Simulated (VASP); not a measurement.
# Ga (Cmcm) in VASP: further runs, part 2 of 2

VASP 6.6.1. Earlier steps stand in the parts before.

## 4. Single point, LDA (zz strain of +3 %)

Input file INCAR:

```
PREC = Accurate
ENCUT = 520
EDIFF = 1E-6
ISMEAR = -1
SIGMA = 0.08
LREAL = F
LASPH = T
NELM = 80
ALGO = Normal
ISIF = 2
LWAVE = F
LCHARG = F
GGA = CA
NBANDS = 20
```

Input file KPOINTS:

```
regular mesh
0
Gamma
  12 12 10
```

Input file POSCAR:

```
Ga
1.0
    1.4500000000     -4.0650000000      0.0000000000
    1.4500000000      4.0650000000      0.0000000000
    0.0000000000      0.0000000000      3.2651000000
Ga
2
Direct
    0.8670000000      0.1330000000      0.2500000000
    0.1330000000      0.8670000000      0.7500000000
```

Potentials or basis: VASP PAW LDA potentials, release 64 (Ga_d).

Started as:

```
> cat potpaw_LDA.64/Ga_d/POTCAR > POTCAR
> mpirun -np 1 vasp_std > vasp.out
```

OUTCAR:

```text
PREC = Accurate
   ENCUT = 520
   EDIFF = 1E-6
   ISMEAR = -1
   LREAL = F
   LASPH = T
   NELM = 80
   ISIF = 2
   GGA = CA

 ion  position               nearest neighbor table
   1  0.867  0.133  0.250-   2 2.71   2 2.71   2 2.90   2 2.90   2 2.90   2 2.90
   2  0.133  0.867  0.750-   1 2.71   1 2.71   1 2.90   1 2.90   1 2.90   1 2.90

  LATTYP: Found a base centered orthorhombic cell.
 ALAT       =     2.9000000000
 B/A-ratio  =     2.8034482759
 C/A-ratio  =     1.1258965517

  Lattice vectors:

 A1 = (   1.4500000000,  -4.0650000000,   0.0000000000)
 A2 = (   1.4500000000,   4.0650000000,   0.0000000000)
 A3 = (   0.0000000000,   0.0000000000,   3.2651000000)

Analysis of symmetry for initial positions (statically):
=====================================================================
 Subroutine PRICEL returns:
 Original cell was already a primitive cell.

 Routine SETGRP: Setting up the symmetry group for a
 base centered orthorhombic supercell.

 Subroutine GETGRP returns: Found  8 space group operations
 (whereof  4 operations were pure point group operations)
 out of a pool of  8 trial point group operations.

The static configuration has the point symmetry C_2h.
 The point group associated with its full space group is D_2h.

Analysis of symmetry for dynamics (positions and initial velocities):
=====================================================================
 Subroutine PRICEL returns:
 Original cell was already a primitive cell.

 Routine SETGRP: Setting up the symmetry group for a
 base centered orthorhombic supercell.

 Subroutine GETGRP returns: Found  8 space group operations
 (whereof  4 operations were pure point group operations)
 out of a pool of  8 trial point group operations.

The dynamic configuration has the point symmetry C_2h.
 The point group associated with its full space group is D_2h.

 Subroutine INISYM returns: Found  8 space group operations
[... 111 lines left out ...]
   EFERMI =   0.00;   METHOD = LEGACY
   ISMEAR =    -1;   SIGMA  =   0.08  broadening in eV -4-tet -1-fermi 0-gaus
   EFERMI_NEDOS =   21; number of points for ismear=-14 and -15
   IALGO  =     38    algorithm
   IMIX   =      4    mixing-type and parameters
     AMIX     =   0.40;   BMIX     =  1.00
     AMIX_MAG =   1.60;   BMIX_MAG =  1.00
  volume/ion in A,a.u.               =      19.25       129.87
  Fermi-wavevector in a.u.,A,eV,Ry     =   1.436418  2.714437 28.072868  2.063298
  Thomas-Fermi vector in A             =   2.555609
   LORBIT       =      0    0 simple, 1 ext, 2 COOP (PROOUT), +10 PAW based schemes
   GGA     = CA    functional components
   LHFCALC =     F    Hartree Fock is set to
   AEXX    =    0.0000 exact exchange contribution
   IVDW    =     0    specifies the selected vdW correction
   LEPSILON=     F    determine dielectric tensor
   LRPA    =     F    only Hartree local field effects (RPA)
 non-spin polarized calculation
  energy-cutoff  :      520.00
  volume of cell :       38.49
 maximum number of plane-waves:      1054
   NGX = 17   NGY = 17   NGZ = 13

 number of electron      26.0000030 magnetization

 Free energy of the ion-electron system (eV)
  ---------------------------------------------------
  ext. energy  EPLUGINS =         0.00000000
  ---------------------------------------------------
  free energy    TOTEN  =        -7.08619579 eV

  energy without entropy =       -7.06687698  energy(sigma->0) =       -7.07653639

 E-fermi :   5.1003     XC(G=0): -11.1811

 val. band max:        5.0979624550   @ k =   0.3333   0.0833   0.3000
 cond. band min:       5.1012779692   @ k =   0.4167   0.0833   0.3000
 fundamental gap:      0.0033155142
 Fermi energy:         5.1003104853

 k-point     1 :       0.0000    0.0000    0.0000
  band No.  band energies     occupation
      1     -10.1096      2.00000
      2     -10.1078      2.00000
      3     -10.0374      2.00000
      4     -10.0234      2.00000
      5      -9.8331      2.00000
      6      -9.8258      2.00000
[... 541 lines left out ...]
     19      15.1517      0.00000
     20      17.7526      0.00000

 [... further k-points ...]

------------------------ aborting loop because EDIFF is reached ----------------------------------------

  FORCE on cell =-STRESS in cart. coord.  units (eV):
  Direction    XX          YY          ZZ          XY          YZ          ZX
  --------------------------------------------------------------------------------------
  -------------------------------------------------------------------------------------
  Total       -1.6347523     -1.0915395     -0.9633828      0.0000000      0.0000000      0.0000000
  in kB      -68.0467677    -45.4354692    -40.1009309      0.0000000      0.0000000      0.0000000
  external PRESSURE =     -51.1943893 kB  Pullay stress =       0.0000000 kB

 VOLUME and BASIS-vectors are now :
 -----------------------------------------------------------------------------
  energy-cutoff  :      520.00
  volume of cell :       38.49
      direct lattice vectors                 reciprocal lattice vectors
     1.450000000 -4.065000000  0.000000000     0.344827586 -0.123001230  0.000000000
     1.450000000  4.065000000  0.000000000     0.344827586  0.123001230  0.000000000
     0.000000000  0.000000000  3.265100000     0.000000000  0.000000000  0.306269333

 POSITION                                       TOTAL-FORCE (eV/Angst)
 -----------------------------------------------------------------------------------
      1.45000     -2.98371      0.81627         0.000000      0.153174     -0.000000
      1.45000      2.98371      2.44882         0.000000     -0.153174      0.000000
 -----------------------------------------------------------------------------------
    total drift:                                0.000000      0.000000     -0.000000

  FREE ENERGIE OF THE ION-ELECTRON SYSTEM (eV)
  ---------------------------------------------------
  free  energy   TOTEN  =        -7.0861957893 eV

  energy  without entropy=       -7.0668769824  energy(sigma->0) =       -7.07653639
```

OSZICAR:

```text
N       E                     dE             d eps       ncg     rms          rms(c)
DAV:   1     0.132487298746E+03    0.13249E+03   -0.13221E+04 10736   0.243E+03
DAV:   2     0.480852678575E+01   -0.12768E+03   -0.12453E+03 10644   0.386E+02
DAV:   3    -0.696813259540E+01   -0.11777E+02   -0.11703E+02 11500   0.959E+01
DAV:   4    -0.715480131905E+01   -0.18667E+00   -0.18657E+00 11984   0.133E+01
DAV:   5    -0.715777412283E+01   -0.29728E-02   -0.29727E-02 11552   0.167E+00    0.135E+00
DAV:   6    -0.710078016938E+01    0.56994E-01   -0.98704E-02 14132   0.501E+00    0.669E-01
DAV:   7    -0.708764196147E+01    0.13138E-01   -0.16998E-02 14712   0.166E+00    0.187E-01
DAV:   8    -0.708618947462E+01    0.14525E-02   -0.22882E-03 11448   0.658E-01    0.165E-02
DAV:   9    -0.708619626216E+01   -0.67875E-05   -0.80640E-05 12008   0.941E-02    0.586E-03
DAV:  10    -0.708619578926E+01    0.47290E-06   -0.58977E-06 11404   0.303E-02
   1 F= -.70861958E+01 E0= -.70765364E+01  d E =-.193188E-01
```

It took 77 s on 1 thread of Intel Xeon Platinum 8259CL at 2.50GHz (Skylake/Cascade Lake), shared host; peak memory 0.26 GiB.

What came out:

```yaml
Free_energy: -7.0862 eV
Pressure: -5.1 GPa
Largest_force: 0.153 eV/Å
Band_gap_on_the_k_mesh: zero (band 13 reaches 9.64 eV, above the bottom of band 14 at 1.01 eV)
```

Forces on the atoms (eV/Å):
```
Ga   0.000  0.153  0.000
Ga   0.000 -0.153  0.000
```

Levels at points of the mesh, in eV from the Fermi level:
```
           k point  band 9  band 10  band 11  band 12  band 13  band 14  band 15  band 16  band 17  band 18
(0.00, 0.00, 0.00)  -14.87   -14.73   -11.00    -2.00    -1.59     2.31     6.11     7.97     8.88    10.38
(0.50, 0.00, 0.00)  -14.79   -14.79    -6.50    -5.18    -1.52    -0.31     6.10     6.33     8.68     8.83
(0.50, 0.50, 0.00)  -14.84   -14.80    -8.98    -8.36     4.53     5.25     5.97     6.40     6.60     9.66
(0.00, 0.00, 0.50)  -14.81   -14.81    -7.43    -7.43     1.86     1.86     2.52     2.52    10.19    10.19
(0.50, 0.00, 0.50)  -14.78   -14.78    -3.10    -3.10    -1.62    -1.62     1.88     1.88     4.29     4.29
(0.50, 0.50, 0.50)  -14.87   -14.87    -5.72    -5.72    -4.09    -4.09     9.48     9.48    11.33    11.33
```

Caveat: the cell differs from its parent crystal (zz strain of +3 %).

## 5. Single point, LDA (equal xx and yy strain of +2 %)

Input file INCAR:

```
PREC = Accurate
ENCUT = 520
EDIFF = 1E-6
ISMEAR = -1
SIGMA = 0.08
LREAL = False
LASPH = True
NELM = 60
ALGO = Normal
ISIF = 2
LWAVE = False
LCHARG = True
LELF = True
LVHAR = True
NBANDS = 20
```

Input file KPOINTS:

```
Automatic mesh
0
Gamma
  12 12 10
```

Input file POSCAR:

```
Ga
1.0
    1.4790000000     -4.1463000000      0.0000000000
    1.4790000000      4.1463000000      0.0000000000
    0.0000000000      0.0000000000      3.1700000000
Ga
2
Direct
    0.8670000000      0.1330000000      0.2500000000
    0.1330000000      0.8670000000      0.7500000000
```

Started as:

```
> cat potpaw_LDA.64/Ga_d/POTCAR > POTCAR
> mpirun -np 1 vasp_std > vasp.out
```

Wall time 1.7 min (1 thread of Intel Xeon Platinum 8259CL at 2.50GHz (Skylake/Cascade Lake), shared host); peak memory 0.27 GiB.

Results (log left out):

| Item | Value |
| --- | --- |
| Free energy | -7.0607 eV |
| Pressure | -5.3 GPa |
| Largest force | 0.166 eV/Å |
| Band gap on the k mesh | zero (band 13 reaches 10.31 eV, above the bottom of band 14 at 1.04 eV) |

Forces in eV/Å, atoms in the order of the input:
```
Ga   0.000  0.166  0.000
Ga   0.000 -0.166  0.000
```

Stress tensor (GPa, compression positive):
```
-7.13  0.00  0.00
 0.00 -4.56  0.00
 0.00  0.00 -4.12
```

Levels at points of the mesh, in eV from the Fermi level:
| k point | band 11 | band 12 | band 13 | band 14 | band 15 | band 16 |
| --- | --- | --- | --- | --- | --- | --- |
| (0.00, 0.00, 0.00) | -10.93 | -2.22 | -1.84 | 3.17 | 6.91 | 7.31 |
| (0.50, 0.00, 0.00) | -6.71 | -5.28 | -1.72 | -0.60 | 6.12 | 6.71 |
| (0.50, 0.50, 0.00) | -9.00 | -8.38 | 5.29 | 5.38 | 5.98 | 6.97 |
| (0.00, 0.00, 0.50) | -7.13 | -7.13 | 1.84 | 1.84 | 2.32 | 2.32 |
| (0.50, 0.00, 0.50) | -3.08 | -3.08 | -1.49 | -1.49 | 1.82 | 1.82 |
| (0.50, 0.50, 0.50) | -5.47 | -5.47 | -3.97 | -3.97 | 9.10 | 9.10 |

Caveat: the cell differs from its parent crystal (equal xx and yy strain of +2 %).

## 6. Overview

```tsv
cell	gap on the mesh (eV)	pressure (GPa)	largest force (eV/Å)
a = 4.273, b = 4.273, c = 3.170 Å, angles 90.0, 90.0, 140.7°, 2 atoms	none	-2.9	0.19
a = 4.359, b = 4.359, c = 3.170 Å, angles 90.0, 90.0, 140.7°, 2 atoms	none	-4.5	0.17
a = 4.316, b = 4.316, c = 3.265 Å, angles 90.0, 90.0, 140.7°, 2 atoms	none	-5.1	0.15
a = 4.402, b = 4.402, c = 3.170 Å, angles 90.0, 90.0, 140.7°, 2 atoms	none	-5.3	0.17
```

Alike in all rows: task single point; level LDA; potentials or basis VASP PAW LDA potentials, release 64 (Ga_d); no spin polarisation; k mesh 12 × 12 × 10; cutoff (eV) 520; smearing fermi-dirac 0.08 eV.

Total energies depend on the potentials used, so only differences within one code and one set of settings carry meaning.
